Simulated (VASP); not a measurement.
# CdH2O2 (P3m1) in VASP: notebook

The runs below take CdH2O2 through single point, with PBEsol.

Everything below comes from runs of VASP 6.6.1. Logs are shortened: lines on timing, memory, paths and dates and some standing lists are left out, and cuts for length are marked.

## 1. The cell of the first run

Symmetry: P3m1, No. 156, trigonal system. The conventional cell has a = 3.927 Å, b = 3.927 Å, c = 4.543 Å, α = 90.00°, β = 90.00°, γ = 120.00°. Within 3.0 Å of Cd (site symmetry 3m) lie 3 H at 2.27 Å and 6 O at 2.44 to 2.49 Å. H (site symmetry 3m) has 1 O at 1.01 Å within 1.4 Å. H (site symmetry 3m) has 1 O at 1.00 Å within 1.3 Å. Within 1.4 Å of O (site symmetry 3m) lie 1 H at 1.01 Å. Within 1.3 Å of O (site symmetry 3m) lie 1 H at 1.00 Å.

## 2. Single point, PBEsol

Contents of INCAR:

```
SYSTEM = CdH2O2
  PREC = Accurate
  ENCUT = 600
  EDIFF = 1E-6
  ISMEAR = 0
  SIGMA = 0.01
  LREAL = .FALSE.
  LASPH = .TRUE.
  NELM = 120
  ALGO = Normal
  ISIF = 2
  LWAVE = .FALSE.
  LCHARG = .FALSE.
  GGA = PS
  NBANDS = 25
  GGA_COMPAT = .FALSE.
```

Contents of KPOINTS:

```
regular mesh
0
G
  6 6 4
  0 0 0
```

Contents of POSCAR:

```
CdH2O2
1.0
    3.9274029220      0.0000000000      0.0000000000
   -1.9637014610      3.4012289974      0.0000000000
    0.0000000000      0.0000000000      4.5426942053
Cd H O
1 2 2
Direct
    0.3333333333      0.6666666667      0.9873000000
    0.0000000000      0.0000000000      0.0080800000
    0.6666666667      0.3333333333      0.4318900000
    0.0000000000      0.0000000000      0.7861900000
    0.6666666667      0.3333333333      0.2118900000
```

Potentials or basis: VASP PAW PBE potentials, release 64 (Cd_sv_GW, H, O).

The run is started by

```bash
$ cat potpaw_PBE.64/Cd_sv_GW/POTCAR potpaw_PBE.64/H/POTCAR potpaw_PBE.64/O/POTCAR > POTCAR
$ mpirun -np 1 vasp_std > vasp.out
```

OUTCAR:

```text
SYSTEM = CdH2O2
   PREC = Accurate
   ENCUT = 600
   EDIFF = 1E-6
   ISMEAR = 0
   LREAL = .FALSE.
   LASPH = .TRUE.
   NELM = 120
   ISIF = 2
   GGA = PS

 ion  position               nearest neighbor table
   1  0.333  0.667  0.987-
   2  0.000  0.000  0.008-   4 1.01
   3  0.667  0.333  0.432-   5 1.00
   4  0.000  0.000  0.786-   2 1.01
   5  0.667  0.333  0.212-   3 1.00

  LATTYP: Found a hexagonal cell.
 ALAT       =     3.9274029220
 C/A-ratio  =     1.1566661979

  Lattice vectors:

 A1 = (   3.9274029220,   0.0000000000,   0.0000000000)
 A2 = (  -1.9637014610,   3.4012289974,   0.0000000000)
 A3 = (   0.0000000000,   0.0000000000,   4.5426942053)

Analysis of symmetry for initial positions (statically):
=====================================================================
 Subroutine PRICEL returns:
 Original cell was already a primitive cell.

 Routine SETGRP: Setting up the symmetry group for a
 hexagonal supercell.

 Subroutine GETGRP returns: Found  6 space group operations
 (whereof  6 operations were pure point group operations)
 out of a pool of 24 trial point group operations.

The static configuration has the point symmetry C_3v.

Analysis of symmetry for dynamics (positions and initial velocities):
=====================================================================
 Subroutine PRICEL returns:
 Original cell was already a primitive cell.

 Routine SETGRP: Setting up the symmetry group for a
 hexagonal supercell.

 Subroutine GETGRP returns: Found  6 space group operations
 (whereof  6 operations were pure point group operations)
 out of a pool of 24 trial point group operations.

The dynamic configuration has the point symmetry C_3v.

 Subroutine INISYM returns: Found  6 space group operations
 (whereof  6 operations are pure point group operations),
 and found     1 'primitive' translations

----------------------------------------------------------------------------------------

                                     Primitive cell

  volume of cell :      60.6813

  direct lattice vectors                    reciprocal lattice vectors
     3.927402922  0.000000000  0.000000000     0.254621189  0.147005685  0.000000000
    -1.963701461  3.401228997  0.000000000     0.000000000  0.294011371  0.000000000
     0.000000000  0.000000000  4.542694205     0.000000000  0.000000000  0.220133682

  length of vectors
     3.927402922  3.927401446  4.542694205     0.294011260  0.294011371  0.220133682

  position of ions in fractional coordinates (direct lattice)
     0.333333333  0.666666667  0.987300000
     0.000000000  0.000000000  0.008080000
     0.666666667  0.333333333  0.431890000
     0.000000000  0.000000000  0.786190000
     0.666666667  0.333333333  0.211890000

  ion indices of the primitive-cell ions
   primitive index   ion index
                 1           1
                 2           2
                 3           3
                 4           4
                 5           5

----------------------------------------------------------------------------------------

 KPOINTS: regular mesh

Automatic generation of k-mesh.
 Grid dimensions read from file:
 generate k-points for:    6    6    4

 Generating k-lattice:

  Cartesian coordinates                     Fractional coordinates (reciprocal lattice)
     0.042436865  0.024500948  0.000000000     0.166666667  0.000000000  0.000000000
     0.000000000  0.049001895  0.000000000     0.000000000  0.166666667  0.000000000
     0.000000000  0.000000000  0.055033420     0.000000000  0.000000000  0.250000000

  Length of vectors
     0.049001877  0.049001895  0.055033420

  Shift w.r.t. Gamma in fractional coordinates (k-lattice)
     0.000000000  0.000000000  0.000000000

 Subroutine IBZKPT returns following result:
 ===========================================

 Found     24 irreducible k-points:

 Following reciprocal coordinates:
            Coordinates               Weight
  0.000000  0.000000  0.000000      1.000000
  0.166667 -0.000000  0.000000      6.000000
  0.333333  0.000000  0.000000      6.000000
  0.500000  0.000000  0.000000      3.000000
  0.166667  0.166667  0.000000      6.000000
  0.333333  0.166667  0.000000     12.000000
[... 16 lines left out ...]
  0.333333  0.166667  0.500000     12.000000
  0.333333  0.333333  0.500000      2.000000
   k-points           NKPTS =     24   k-points in BZ     NKDIM =     24   number of bands    NBANDS=     25
   number of dos      NEDOS =    301   number of ions     NIONS =      5
   total plane-waves  NPLWV =  36864
   dimension x,y,z NGX =    32 NGY =   32 NGZ =   36
   dimension x,y,z NGXF=    64 NGYF=   64 NGZF=   72
   ions per type =               1   2   2
   NGX,Y,Z   is equivalent  to a cutoff of  13.55, 13.55, 13.17 a.u.
   NGXF,Y,Z  is equivalent  to a cutoff of  27.09, 27.09, 26.35 a.u.
 SYSTEM =  CdH2O2
   PREC   = accura    normal or accurate (medium, high low for compatibility)
   ISTART =      0    job   : 0-new  1-cont  2-samecut
   ICHARG =      2    charge: 1-file 2-atom 10-const
   ISPIN  =      1    spin polarized calculation?
   LNONCOLLINEAR =      F non collinear calculations
   LSORBIT =      F    spin-orbit coupling
   LASPH  =      T    aspherical Exc in radial PAW
   ENCUT  =  600.0 eV  44.10 Ry    6.64 a.u.   7.84  7.84  9.07*2*pi/ulx,y,z
   NELM   =    120;   NELMIN=  2; NELMDL= -5     # of ELM steps
   EDIFF  = 0.1E-05   stopping-criterion for ELM
   LREAL  =      F    real-space projection
   EDIFFG = 0.1E-04   stopping-criterion for IOM
   NSW    =      0    number of steps for IOM
   IBRION =     -1    ionic relax: 0-MD 1-quasi-New 2-CG
   NFREE  =      0    steps in history (QN), initial steepest desc. (CG)
   ISIF   =      2    stress and relaxation
   ISYM   =      2    0-nonsym 1-usesym 2-fastsym
   POTIM  = 0.5000    time-step for ionic-motion
   TEBEG  =    0.0;   TEEND  =   0.0 temperature during run
   PSTRESS=    0.0 pullay stress
   NELECT =      34.0000    total number of electrons
   NUPDOWN=      -1.0000    fix difference up-down
   EMIN   =  10.00;   EMAX   =-10.00  energy-range for DOS
   EFERMI =   0.00;   METHOD = LEGACY
   ISMEAR =     0;   SIGMA  =   0.01  broadening in eV -4-tet -1-fermi 0-gaus
   EFERMI_NEDOS =   21; number of points for ismear=-14 and -15
   IALGO  =     38    algorithm
   IMIX   =      4    mixing-type and parameters
     AMIX     =   0.40;   BMIX     =  1.00
     AMIX_MAG =   1.60;   BMIX_MAG =  1.00
  volume/ion in A,a.u.               =      12.14        81.90
  Fermi-wavevector in a.u.,A,eV,Ry     =   1.349635  2.550440 24.783195  1.821513
  Thomas-Fermi vector in A             =   2.477205
   LORBIT       =      0    0 simple, 1 ext, 2 COOP (PROOUT), +10 PAW based schemes
   GGA     = PS    functional components
   LHFCALC =     F    Hartree Fock is set to
   AEXX    =    0.0000 exact exchange contribution
   IVDW    =     0    specifies the selected vdW correction
   LEPSILON=     F    determine dielectric tensor
   LRPA    =     F    only Hartree local field effects (RPA)
 non-spin polarized calculation
 Gauss-broadening in eV      SIGMA  =   0.01
  energy-cutoff  :      600.00
  volume of cell :       60.68
 maximum number of plane-waves:      2046
 NGX is ok and might be reduce to    32
   NGX = 15   NGY = 15   NGZ = 19

 number of electron      34.0000000 magnetization

 Free energy of the ion-electron system (eV)
  ---------------------------------------------------
  ext. energy  EPLUGINS =         0.00000000
  ---------------------------------------------------
  free energy    TOTEN  =       -22.46373541 eV

  energy without entropy =      -22.46373541  energy(sigma->0) =      -22.46373541

 E-fermi :   0.1461     XC(G=0):  -9.2320

 val. band max:       -0.1047942880   @ k =   0.5000   0.0000   0.0000
 cond. band min:       0.8616995965   @ k =   0.0000   0.0000   0.0000
 fundamental gap:      0.9664938845
 Fermi energy:         0.1460873276

 k-point     1 :       0.0000    0.0000    0.0000
  band No.  band energies     occupation
      1    -100.3177      2.00000
      2     -61.4792      2.00000
      3     -61.3999      2.00000
      4     -61.3999      2.00000
      5     -17.9314      2.00000
      6     -17.0215      2.00000
[... 17 lines left out ...]
     24      13.3448      0.00000
     25      15.4178      0.00000

 k-point     2 :       0.1667   -0.0000    0.0000
  band No.  band energies     occupation
      1    -100.3177      2.00000
      2     -61.4793      2.00000
      3     -61.4000      2.00000
      4     -61.3998      2.00000
      5     -17.8659      2.00000
      6     -17.0623      2.00000
[... 17 lines left out ...]
     24      13.1982      0.00000
     25      15.4796      0.00000

 k-point     3 :       0.3333    0.0000    0.0000
  band No.  band energies     occupation
      1    -100.3177      2.00000
      2     -61.4792      2.00000
      3     -61.4006      2.00000
      4     -61.3999      2.00000
      5     -17.7203      2.00000
      6     -17.1552      2.00000
[... 17 lines left out ...]
     24      13.0440      0.00000
     25      14.4273      0.00000

 k-point     4 :       0.5000    0.0000    0.0000
  band No.  band energies     occupation
      1    -100.3176      2.00000
      2     -61.4792      2.00000
      3     -61.4010      2.00000
      4     -61.4000      2.00000
      5     -17.6331      2.00000
      6     -17.2141      2.00000
[... 17 lines left out ...]
     24      12.6213      0.00000
     25      14.0662      0.00000
[... 477 lines left out ...]
 k-point    22 :       0.1667    0.1667    0.5000
  band No.  band energies     occupation
      1    -100.3177      2.00000
      2     -61.4794      2.00000
      3     -61.4004      2.00000
      4     -61.4000      2.00000
      5     -17.6860      2.00000
      6     -17.1921      2.00000
[... 17 lines left out ...]
     24      12.5193      0.00000
     25      14.5143      0.00000

 k-point    23 :       0.3333    0.1667    0.5000
  band No.  band energies     occupation
      1    -100.3176      2.00000
      2     -61.4793      2.00000
      3     -61.4008      2.00000
      4     -61.4002      2.00000
      5     -17.6134      2.00000
      6     -17.2131      2.00000
[... 17 lines left out ...]
     24      12.9042      0.00000
     25      14.5979      0.00000

 k-point    24 :       0.3333    0.3333    0.5000
  band No.  band energies     occupation
      1    -100.3176      2.00000
      2     -61.4794      2.00000
      3     -61.4007      2.00000
      4     -61.4006      2.00000
      5     -17.5946      2.00000
      6     -17.2141      2.00000
[... 17 lines left out ...]
     24      13.9743      0.00000
     25      14.8060      0.00000

------------------------ aborting loop because EDIFF is reached ----------------------------------------

  FORCE on cell =-STRESS in cart. coord.  units (eV):
  Direction    XX          YY          ZZ          XY          YZ          ZX
  --------------------------------------------------------------------------------------
  -------------------------------------------------------------------------------------
  Total       -3.5738468     -3.5738432     -3.1032947      0.0000000      0.0000000      0.0000000
  in kB      -94.3608142    -94.3607197    -81.9367557      0.0000000      0.0000000      0.0000000
  external PRESSURE =     -90.2194299 kB  Pullay stress =       0.0000000 kB

 VOLUME and BASIS-vectors are now :
 -----------------------------------------------------------------------------
  energy-cutoff  :      600.00
  volume of cell :       60.68
      direct lattice vectors                 reciprocal lattice vectors
     3.927402922  0.000000000  0.000000000     0.254621189  0.147005685  0.000000000
    -1.963701461  3.401228997  0.000000000     0.000000000  0.294011371  0.000000000
     0.000000000  0.000000000  4.542694205     0.000000000  0.000000000  0.220133682

 POSITION                                       TOTAL-FORCE (eV/Angst)
 -----------------------------------------------------------------------------------
     -0.00000      2.26749      4.48500         0.000000     -0.000000     -0.018275
      0.00000      0.00000      0.03670         0.000000      0.000000     -0.599107
      1.96370      1.13374      1.96194         0.000000      0.000000     -0.820014
      0.00000      0.00000      3.57142        -0.000000      0.000000      1.280548
      1.96370      1.13374      0.96255        -0.000000      0.000000      0.156848
 -----------------------------------------------------------------------------------
    total drift:                                0.000001      0.000004     -0.001873

  FREE ENERGIE OF THE ION-ELECTRON SYSTEM (eV)
  ---------------------------------------------------
  free  energy   TOTEN  =       -22.4637354108 eV

  energy  without entropy=      -22.4637354108  energy(sigma->0) =      -22.46373541
```

Run time: 44 s. Hardware: 1 thread of Intel Xeon Platinum 8488C (Sapphire Rapids), shared host; peak memory 0.22 GiB.

What came out:

```
Free energy            : -22.4637 eV
Pressure               : -9.0 GPa
Largest force          : 1.281 eV/Å
Band gap on the k mesh : 0.97 eV, indirect (least direct gap 1.49 eV)
```

Forces on the atoms (eV/Å):
```
Cd   0.000  0.000 -0.018
H    0.000  0.000 -0.599
H    0.000  0.000 -0.820
O    0.000  0.000  1.281
O    0.000  0.000  0.157
```

Caveat: the PAW data sets were made with another functional, which shifts forces and pressure a little. A k mesh can miss the band edges.

## 3. Single point, PBEsol

This run uses another cell than the first one, of 11.12 Å³/atom, 0.916 times its volume.

Contents of INCAR:

```
PREC = Accurate ; ENCUT = 600
EDIFF = 1E-6 ; ISMEAR = 0
SIGMA = 0.01 ; LREAL = F
LASPH = T ; NELM = 120
ALGO = Normal ; ISIF = 2
LWAVE = F ; LCHARG = T
GGA = PS ; LELF = T
LVHAR = T ; NBANDS = 25
GGA_COMPAT = F
```

Contents of KPOINTS:

```
regular mesh
0
Gamma
  6 6 4
```

POSCAR, as its differences from that of step 2:

```diff
@@ -2,5 +2,5 @@
 1.0
-    3.9274029220      0.0000000000      0.0000000000
-   -1.9637014610      3.4012289974      0.0000000000
-    0.0000000000      0.0000000000      4.5426942053
+    3.8140486195      0.0000000000      0.0000000000
+   -1.9070243097      3.3030613409      0.0000000000
+    0.0000000000      0.0000000000      4.4115811153
 Cd H O
```

Potentials or basis: VASP PAW PBE potentials, release 64 (Cd_sv_GW, H, O).

The run is started by

```bash
$ cat potpaw_PBE.64/Cd_sv_GW/POTCAR potpaw_PBE.64/H/POTCAR potpaw_PBE.64/O/POTCAR > POTCAR
$ mpirun -np 1 vasp_std > vasp.out
```

It took 24 s on 1 thread of Intel Xeon 6975P-C (Granite Rapids), shared host; peak memory 0.21 GiB.

The run converged. Its results:

| Item | Value |
| --- | --- |
| Free energy | -22.6456 eV |
| Pressure | -2.9 GPa |
| Largest force | 0.791 eV/Å |
| Band gap on the k mesh | 1.17 eV, indirect (least direct gap 1.71 eV) |

Forces on the atoms (eV/Å):
```
Cd   0.000  0.000 -0.054
H    0.000  0.000  0.568
H    0.000  0.000  0.483
O    0.000  0.000 -0.208
O    0.000  0.000 -0.791
```

Stress tensor (GPa, compression positive):
```
-4.62  0.00  0.00
 0.00 -4.62  0.00
 0.00  0.00  0.41
```

Levels at points of the mesh, in eV from the valence-band top:
```
           k point  band 15  band 16  band 17  band 18  band 19  band 20
(0.00, 0.00, 0.00)    -1.00    -0.53    -0.53     1.17     6.09    10.14
(0.50, 0.00, 0.00)    -2.38    -1.77     0.00     5.25     6.09     8.29
(0.00, 0.00, 0.50)    -1.12    -0.37    -0.37     3.08     4.71    10.26
(0.50, 0.00, 0.50)    -2.11    -1.64    -0.29     5.45     6.16     8.17
```

Caveat: the PAW data sets were made with another functional, which shifts forces and pressure a little. A k mesh can miss the band edges.
